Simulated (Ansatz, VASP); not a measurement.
## Two plane-wave programs on Si3Ge

```
CELL_PARAMETERS angstrom
5.48625 -0.00156 -0.00156
0.00156 -5.48625 0.00156
0.00156 0.00156 -5.48625
ATOMIC_POSITIONS crystal
Ge 0.75291 0.74709 0.74709
Ge 0.49709 0.00291 0.00291
Si 0.24741 0.25259 0.74730
Si 0.24741 0.74730 0.25259
Si 0.75270 0.25259 0.25259
Si 0.00259 0.49741 0.00270
Si 0.00259 0.00270 0.49741
Si 0.49730 0.49741 0.49741
```

Alike in both runs: task relaxation of cell and atoms; functional PBEsol; k mesh 8 × 8 × 8; no spin polarisation.

```csv
,VASP,Ansatz
version,VASP 6.6.1,Ansatz 0.2.0
potentials or method,"VASP PAW PBE potentials, release 64 (Ge_d, Si), cutoff 600 eV","scalar-relativistic, plane waves, PAW"
occupations,"gaussian, width 0.01 eV",fixed
valence electrons in the cell,52,52
```

```tsv
	VASP	Ansatz	Ansatz less VASP
gap on the k mesh at the Fermi level, each at its own relaxed structure (eV)	0.32	0.32	-0.001
relaxed volume (Å³/atom)	20.65	20.64	-0.011
relaxed cell length with the largest relative difference (Å)	5.487	5.486	-0.0009
```

VASP's potentials were made for PBE, not for PBEsol.
